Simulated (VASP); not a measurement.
# Na2S (Fm-3m) in VASP: a series of runs

The runs below take Na2S through single point, with PBEsol.

Program: VASP 6.6.1. These are calculated values, not measurements. Logs are shortened: lines on timing, memory, paths and dates and some standing lists are left out, and cuts for length are marked.

## 1. The cell of the first run

Symmetry: Fm-3m, No. 225, cubic system. The conventional cell has a = 6.547 Å, b = 6.547 Å, c = 6.547 Å, α = 90.00°, β = 90.00°, γ = 90.00°. Na (site symmetry -43m) has 4 S at 2.83 Å and 6 Na at 3.27 Å within 3.7 Å. Within 3.7 Å of S (site symmetry m-3m) lie 8 Na at 2.83 Å.

## 2. Single point, PBEsol

Contents of INCAR:

```
SYSTEM = Na2S
PREC = Accurate
ENCUT = 500
EDIFF = 1E-6
ISMEAR = 0
SIGMA = 0.1
LREAL = .FALSE.
LASPH = .TRUE.
NELM = 120
ALGO = Normal
ISIF = 2
LWAVE = .FALSE.
LCHARG = .TRUE.
GGA = PS
LELF = .TRUE.
LVHAR = .TRUE.
NBANDS = 17
GGA_COMPAT = .FALSE.
```

Contents of KPOINTS:

```
regular mesh
0
G
  6 6 6
  0 0 0
```

Contents of POSCAR:

```
Na2S
1.0
    0.0000000000      3.2735000000      3.2735000000
    3.2735000000      0.0000000000      3.2735000000
    3.2735000000      3.2735000000      0.0000000000
Na S
2 1
Direct
    0.2500000000      0.2500000000      0.2500000000
    0.7500000000      0.7500000000      0.7500000000
    0.0000000000      0.0000000000      0.0000000000
```

Potentials or basis: VASP PAW PBE potentials, release 64 (Na_pv, S).

Started as:

```sh
> cat potpaw_PBE.64/Na_pv/POTCAR potpaw_PBE.64/S/POTCAR > POTCAR
> mpirun -np 1 vasp_std > vasp.out
```

OUTCAR:

```text
SYSTEM = Na2S
   PREC = Accurate
   ENCUT = 500
   EDIFF = 1E-6
   ISMEAR = 0
   LREAL = .FALSE.
   LASPH = .TRUE.
   NELM = 120
   ISIF = 2
   GGA = PS

 ion  position               nearest neighbor table
   1  0.250  0.250  0.250-
   2  0.750  0.750  0.750-
   3  0.000  0.000  0.000-

  LATTYP: Found a face centered cubic cell.
 ALAT       =     6.5470000000

  Lattice vectors:

 A1 = (   0.0000000000,   3.2735000000,   3.2735000000)
 A2 = (   3.2735000000,   0.0000000000,   3.2735000000)
 A3 = (   3.2735000000,   3.2735000000,   0.0000000000)

Analysis of symmetry for initial positions (statically):
=====================================================================
 Subroutine PRICEL returns:
 Original cell was already a primitive cell.

 Routine SETGRP: Setting up the symmetry group for a
 face centered cubic supercell.

 Subroutine GETGRP returns: Found 48 space group operations
 (whereof 48 operations were pure point group operations)
 out of a pool of 48 trial point group operations.

The static configuration has the point symmetry O_h .

Analysis of symmetry for dynamics (positions and initial velocities):
=====================================================================
 Subroutine PRICEL returns:
 Original cell was already a primitive cell.

 Routine SETGRP: Setting up the symmetry group for a
 face centered cubic supercell.

 Subroutine GETGRP returns: Found 48 space group operations
 (whereof 48 operations were pure point group operations)
 out of a pool of 48 trial point group operations.

The dynamic configuration has the point symmetry O_h .

 Subroutine INISYM returns: Found 48 space group operations
 (whereof 48 operations are pure point group operations),
 and found     1 'primitive' translations

----------------------------------------------------------------------------------------

                                     Primitive cell

  volume of cell :      70.1564

  direct lattice vectors                    reciprocal lattice vectors
     0.000000000  3.273500000  3.273500000    -0.152741714  0.152741714  0.152741714
     3.273500000  0.000000000  3.273500000     0.152741714 -0.152741714  0.152741714
     3.273500000  3.273500000  0.000000000     0.152741714  0.152741714 -0.152741714

  length of vectors
     4.629428096  4.629428096  4.629428096     0.264556409  0.264556409  0.264556409

  position of ions in fractional coordinates (direct lattice)
     0.250000000  0.250000000  0.250000000
     0.750000000  0.750000000  0.750000000
     0.000000000  0.000000000  0.000000000

  ion indices of the primitive-cell ions
   primitive index   ion index
                 1           1
                 2           2
                 3           3

----------------------------------------------------------------------------------------

 KPOINTS: regular mesh

Automatic generation of k-mesh.
 Grid dimensions read from file:
 generate k-points for:    6    6    6

 Generating k-lattice:

  Cartesian coordinates                     Fractional coordinates (reciprocal lattice)
    -0.025456952  0.025456952  0.025456952     0.166666667  0.000000000  0.000000000
     0.025456952 -0.025456952  0.025456952     0.000000000  0.166666667  0.000000000
     0.025456952  0.025456952 -0.025456952     0.000000000  0.000000000  0.166666667

  Length of vectors
     0.044092735  0.044092735  0.044092735

  Shift w.r.t. Gamma in fractional coordinates (k-lattice)
     0.000000000  0.000000000  0.000000000

 Subroutine IBZKPT returns following result:
 ===========================================

 Found     16 irreducible k-points:

 Following reciprocal coordinates:
            Coordinates               Weight
  0.000000  0.000000  0.000000      1.000000
  0.166667  0.000000  0.000000      8.000000
  0.333333  0.000000  0.000000      8.000000
  0.500000  0.000000  0.000000      4.000000
  0.166667  0.166667  0.000000      6.000000
  0.333333  0.166667  0.000000     24.000000
[... 8 lines left out ...]
 -0.333333  0.333333  0.166667     24.000000
 -0.333333  0.500000  0.166667     12.000000
   k-points           NKPTS =     16   k-points in BZ     NKDIM =     16   number of bands    NBANDS=     17
   number of dos      NEDOS =    301   number of ions     NIONS =      3
   total plane-waves  NPLWV =  46656
   dimension x,y,z NGX =    36 NGY =   36 NGZ =   36
   dimension x,y,z NGXF=    72 NGYF=   72 NGZF=   72
   ions per type =               2   1
   NGX,Y,Z   is equivalent  to a cutoff of  12.93, 12.93, 12.93 a.u.
   NGXF,Y,Z  is equivalent  to a cutoff of  25.86, 25.86, 25.86 a.u.
 SYSTEM =  Na2S
   PREC   = accura    normal or accurate (medium, high low for compatibility)
   ISTART =      0    job   : 0-new  1-cont  2-samecut
   ICHARG =      2    charge: 1-file 2-atom 10-const
   ISPIN  =      1    spin polarized calculation?
   LNONCOLLINEAR =      F non collinear calculations
   LSORBIT =      F    spin-orbit coupling
   LASPH  =      T    aspherical Exc in radial PAW
   ENCUT  =  500.0 eV  36.75 Ry    6.06 a.u.   8.44  8.44  8.44*2*pi/ulx,y,z
   NELM   =    120;   NELMIN=  2; NELMDL= -5     # of ELM steps
   EDIFF  = 0.1E-05   stopping-criterion for ELM
   LREAL  =      F    real-space projection
   EDIFFG = 0.1E-04   stopping-criterion for IOM
   NSW    =      0    number of steps for IOM
   IBRION =     -1    ionic relax: 0-MD 1-quasi-New 2-CG
   NFREE  =      0    steps in history (QN), initial steepest desc. (CG)
   ISIF   =      2    stress and relaxation
   ISYM   =      2    0-nonsym 1-usesym 2-fastsym
   POTIM  = 0.5000    time-step for ionic-motion
   TEBEG  =    0.0;   TEEND  =   0.0 temperature during run
   PSTRESS=    0.0 pullay stress
   NELECT =      20.0000    total number of electrons
   NUPDOWN=      -1.0000    fix difference up-down
   EMIN   =  10.00;   EMAX   =-10.00  energy-range for DOS
   EFERMI =   0.00;   METHOD = LEGACY
   ISMEAR =     0;   SIGMA  =   0.10  broadening in eV -4-tet -1-fermi 0-gaus
   EFERMI_NEDOS =   21; number of points for ismear=-14 and -15
   IALGO  =     38    algorithm
   IMIX   =      4    mixing-type and parameters
     AMIX     =   0.40;   BMIX     =  1.00
     AMIX_MAG =   1.60;   BMIX_MAG =  1.00
  volume/ion in A,a.u.               =      23.39       157.81
  Fermi-wavevector in a.u.,A,eV,Ry     =   1.077447  2.036079 15.794888  1.160892
  Thomas-Fermi vector in A             =   2.213359
   LORBIT       =      0    0 simple, 1 ext, 2 COOP (PROOUT), +10 PAW based schemes
   GGA     = PS    functional components
   LHFCALC =     F    Hartree Fock is set to
   AEXX    =    0.0000 exact exchange contribution
   IVDW    =     0    specifies the selected vdW correction
   LEPSILON=     F    determine dielectric tensor
   LRPA    =     F    only Hartree local field effects (RPA)
 non-spin polarized calculation
 Gauss-broadening in eV      SIGMA  =   0.10
  energy-cutoff  :      500.00
  volume of cell :       70.16
 maximum number of plane-waves:      1807
 NGX is ok and might be reduce to    36
   NGX = 17   NGY = 17   NGZ = 17

 number of electron      19.9999989 magnetization

 Free energy of the ion-electron system (eV)
  ---------------------------------------------------
  ext. energy  EPLUGINS =         0.00000000
  ---------------------------------------------------
  free energy    TOTEN  =       -10.37288615 eV

  energy without entropy =      -10.37288615  energy(sigma->0) =      -10.37288615

 E-fermi :   0.6305     XC(G=0):  -7.9428

 val. band max:        0.0999854149   @ k =   0.0000   0.0000   0.0000
 cond. band min:       2.4575179138   @ k =   0.0000   0.0000   0.0000
 fundamental gap:      2.3575324989
 Fermi energy:         0.6304944573

 k-point     1 :       0.0000    0.0000    0.0000
  band No.  band energies     occupation
      1     -21.9713      2.00000
      2     -21.9713      2.00000
      3     -21.9713      2.00000
      4     -21.9168      2.00000
      5     -21.9168      2.00000
      6     -21.9168      2.00000
[... 9 lines left out ...]
     16       9.3914      0.00000
     17      11.1768      0.00000

 k-point     2 :       0.1667    0.0000    0.0000
  band No.  band energies     occupation
      1     -21.9690      2.00000
      2     -21.9679      2.00000
      3     -21.9679      2.00000
      4     -21.9223      2.00000
      5     -21.9207      2.00000
      6     -21.9207      2.00000
[... 9 lines left out ...]
     16       8.9212      0.00000
     17      10.5349      0.00000

 k-point     3 :       0.3333    0.0000    0.0000
  band No.  band energies     occupation
      1     -21.9621      2.00000
      2     -21.9584      2.00000
      3     -21.9584      2.00000
      4     -21.9356      2.00000
      5     -21.9311      2.00000
      6     -21.9311      2.00000
[... 9 lines left out ...]
     16       9.7828      0.00000
     17      10.3727      0.00000

 k-point     4 :       0.5000    0.0000    0.0000
  band No.  band energies     occupation
      1     -21.9531      2.00000
      2     -21.9477      2.00000
      3     -21.9458      2.00000
      4     -21.9458      2.00000
      5     -21.9442      2.00000
      6     -21.9442      2.00000
[... 9 lines left out ...]
     16      11.4682      0.00000
     17      11.4682      0.00000

 k-point     5 :       0.1667    0.1667    0.0000
  band No.  band energies     occupation
      1     -21.9742      2.00000
      2     -21.9742      2.00000
      3     -21.9543      2.00000
      4     -21.9372      2.00000
      5     -21.9150      2.00000
      6     -21.9150      2.00000
[... 9 lines left out ...]
     16       9.7576      0.00000
     17      11.7975      0.00000

 k-point     6 :       0.3333    0.1667    0.0000
  band No.  band energies     occupation
      1     -21.9737      2.00000
      2     -21.9727      2.00000
      3     -21.9560      2.00000
      4     -21.9384      2.00000
      5     -21.9182      2.00000
      6     -21.9174      2.00000
[... 9 lines left out ...]
     16      10.3952      0.00000
     17      11.2900      0.00000

 k-point     7 :       0.5000    0.1667    0.0000
  band No.  band energies     occupation
      1     -21.9724      2.00000
      2     -21.9657      2.00000
      3     -21.9635      2.00000
      4     -21.9293      2.00000
      5     -21.9269      2.00000
      6     -21.9239      2.00000
[... 9 lines left out ...]
     16      11.4368      0.00000
     17      11.9864      0.00000

 k-point     8 :      -0.3333    0.1667    0.0000
  band No.  band energies     occupation
      1     -21.9790      2.00000
      2     -21.9533      2.00000
      3     -21.9490      2.00000
      4     -21.9437      2.00000
      5     -21.9409      2.00000
      6     -21.9146      2.00000
[... 9 lines left out ...]
     16      10.9259      0.00000
     17      11.7837      0.00000

 k-point     9 :      -0.1667    0.1667    0.0000
  band No.  band energies     occupation
      1     -21.9773      2.00000
      2     -21.9579      2.00000
      3     -21.9558      2.00000
      4     -21.9365      2.00000
      5     -21.9332      2.00000
      6     -21.9132      2.00000
[... 9 lines left out ...]
     16      10.0706      0.00000
     17      11.3832      0.00000

 k-point    10 :       0.3333    0.3333    0.0000
  band No.  band energies     occupation
      1     -21.9798      2.00000
      2     -21.9798      2.00000
      3     -21.9778      2.00000
      4     -21.9200      2.00000
      5     -21.9113      2.00000
      6     -21.9113      2.00000
[... 9 lines left out ...]
     16      10.8317      0.00000
     17      12.7264      0.00000

 k-point    11 :       0.5000    0.3333    0.0000
  band No.  band energies     occupation
      1     -21.9908      2.00000
      2     -21.9783      2.00000
      3     -21.9775      2.00000
      4     -21.9148      2.00000
      5     -21.9141      2.00000
      6     -21.9084      2.00000
[... 9 lines left out ...]
     16      11.7200      0.00000
     17      12.0739      0.00000

 k-point    12 :      -0.3333    0.3333    0.0000
  band No.  band energies     occupation
      1     -21.9909      2.00000
      2     -21.9691      2.00000
      3     -21.9661      2.00000
      4     -21.9269      2.00000
      5     -21.9249      2.00000
      6     -21.9062      2.00000
[... 9 lines left out ...]
     16      10.1026      0.00000
     17      13.1878      0.00000

 k-point    13 :       0.5000    0.5000    0.0000
  band No.  band energies     occupation
      1     -21.9979      2.00000
      2     -21.9826      2.00000
      3     -21.9826      2.00000
      4     -21.9095      2.00000
      5     -21.9095      2.00000
      6     -21.9028      2.00000
[... 9 lines left out ...]
     16      11.6602      0.00000
     17      12.0986      0.00000

 k-point    14 :       0.5000    0.3333    0.1667
  band No.  band energies     occupation
      1     -21.9838      2.00000
      2     -21.9741      2.00000
      3     -21.9619      2.00000
      4     -21.9301      2.00000
      5     -21.9220      2.00000
      6     -21.9096      2.00000
[... 9 lines left out ...]
     16      11.0724      0.00000
     17      12.1053      0.00000

 k-point    15 :      -0.3333    0.3333    0.1667
  band No.  band energies     occupation
      1     -21.9868      2.00000
      2     -21.9819      2.00000
      3     -21.9464      2.00000
      4     -21.9463      2.00000
      5     -21.9118      2.00000
      6     -21.9110      2.00000
[... 9 lines left out ...]
     16      10.5848      0.00000
     17      12.0747      0.00000

 k-point    16 :      -0.3333    0.5000    0.1667
  band No.  band energies     occupation
      1     -21.9947      2.00000
      2     -21.9858      2.00000
      3     -21.9644      2.00000
      4     -21.9279      2.00000
      5     -21.9078      2.00000
      6     -21.9045      2.00000
[... 9 lines left out ...]
     16      11.1678      0.00000
     17      11.9613      0.00000

------------------------ aborting loop because EDIFF is reached ----------------------------------------

  FORCE on cell =-STRESS in cart. coord.  units (eV):
  Direction    XX          YY          ZZ          XY          YZ          ZX
  --------------------------------------------------------------------------------------
  -------------------------------------------------------------------------------------
  Total       -0.2388904     -0.2388904     -0.2388904      0.0000000      0.0000000      0.0000000
  in kB       -5.4555970     -5.4555970     -5.4555970      0.0000000      0.0000000      0.0000000
  external PRESSURE =      -5.4555970 kB  Pullay stress =       0.0000000 kB

 VOLUME and BASIS-vectors are now :
 -----------------------------------------------------------------------------
  energy-cutoff  :      500.00
  volume of cell :       70.16
      direct lattice vectors                 reciprocal lattice vectors
     0.000000000  3.273500000  3.273500000    -0.152741714  0.152741714  0.152741714
     3.273500000  0.000000000  3.273500000     0.152741714 -0.152741714  0.152741714
     3.273500000  3.273500000  0.000000000     0.152741714  0.152741714 -0.152741714

 POSITION                                       TOTAL-FORCE (eV/Angst)
 -----------------------------------------------------------------------------------
      1.63675      1.63675      1.63675         0.000000      0.000000      0.000000
      4.91025      4.91025      4.91025        -0.000000     -0.000000     -0.000000
      0.00000      0.00000      0.00000         0.000000      0.000000      0.000000
 -----------------------------------------------------------------------------------
    total drift:                                0.000000      0.000000      0.000000

  FREE ENERGIE OF THE ION-ELECTRON SYSTEM (eV)
  ---------------------------------------------------
  free  energy   TOTEN  =       -10.3728861487 eV

  energy  without entropy=      -10.3728861487  energy(sigma->0) =      -10.37288615
```

Run time: 29 s. Hardware: 1 thread of Intel Xeon 8259CL, shared host; peak memory 0.2 GiB.

Results:

```yaml
Free_energy: -10.3729 eV
Pressure: -0.5 GPa
Band_gap_on_the_k_mesh: 2.36 eV
```

Levels at points of the mesh, in eV from the valence-band top:
| k point | band 6 | band 7 | band 8 | band 9 | band 10 | band 11 | band 12 | band 13 | band 14 | band 15 |
| --- | --- | --- | --- | --- | --- | --- | --- | --- | --- | --- |
| (0.00, 0.00, 0.00) | -22.02 | -10.12 | 0.00 | 0.00 | 0.00 | 2.36 | 7.65 | 7.65 | 7.65 | 9.29 |
| (0.50, 0.00, 0.00) | -22.04 | -9.88 | -1.67 | -0.13 | -0.13 | 4.70 | 6.30 | 7.05 | 7.05 | 11.09 |
| (0.50, 0.50, 0.00) | -22.00 | -9.80 | -1.49 | -0.47 | -0.47 | 3.70 | 5.94 | 8.38 | 9.64 | 9.64 |

Caveat: the PAW data sets were made with another functional, which shifts forces and pressure a little. A hybrid or GW would open this gap; PBEsol tends to underestimate it.

## 3. Single point, PBEsol (20.15 Å³/atom)

This run uses another cell than the first one, of 20.15 Å³/atom.

Contents of INCAR:

```
SYSTEM = Na2S
  PREC = Accurate
  ENCUT = 500
  EDIFF = 1E-6
  ISMEAR = 0
  SIGMA = 0.02
  LREAL = .FALSE.
  LASPH = .TRUE.
  NELM = 120
  ALGO = Normal
  ISIF = 2
  LWAVE = .FALSE.
  LCHARG = .FALSE.
  GGA = PS
  NBANDS = 17
  GGA_COMPAT = .FALSE.
```

Contents of KPOINTS:

```
regular mesh
0
G
  8 8 8
  0 0 0
```

Contents of POSCAR:

```
Na2S
1.0
    0.0000000000      3.1150141047      3.1150141047
    3.1150141047      0.0000000000      3.1150141047
    3.1150141047      3.1150141047      0.0000000000
Na S
2 1
Direct
    0.2500000000      0.2500000000      0.2500000000
    0.7500000000      0.7500000000      0.7500000000
    0.0000000000      0.0000000000      0.0000000000
```

Potentials or basis: VASP PAW PBE potentials, release 64 (Na_pv, S).

Started as:

```sh
> cat potpaw_PBE.64/Na_pv/POTCAR potpaw_PBE.64/S/POTCAR > POTCAR
> mpirun -np 1 vasp_std > vasp.out
```

Wall time 47 s (1 thread of AMD EPYC 7R13, shared host); peak memory 0.15 GiB.

The run converged. Its results:

```
Free energy            : -10.2546 eV
Pressure               : 5.1 GPa
Band gap on the k mesh : 2.86 eV
```

Levels at points of the mesh, in eV from the valence-band top:
| k point | band 8 | band 9 | band 10 | band 11 | band 12 | band 13 |
| --- | --- | --- | --- | --- | --- | --- |
| (0.00, 0.00, 0.00) | 0.00 | 0.00 | 0.00 | 2.86 | 8.16 | 8.16 |
| (0.50, 0.00, 0.00) | -1.94 | -0.14 | -0.14 | 5.33 | 6.90 | 7.37 |
| (0.50, 0.50, 0.00) | -1.72 | -0.52 | -0.52 | 3.74 | 6.38 | 9.62 |

Caveat: the cell stands under pressure; the PAW data sets were made with another functional, which shifts forces and pressure a little. Expect the measured gap to be larger: semilocal functionals such as PBEsol lack the derivative discontinuity.
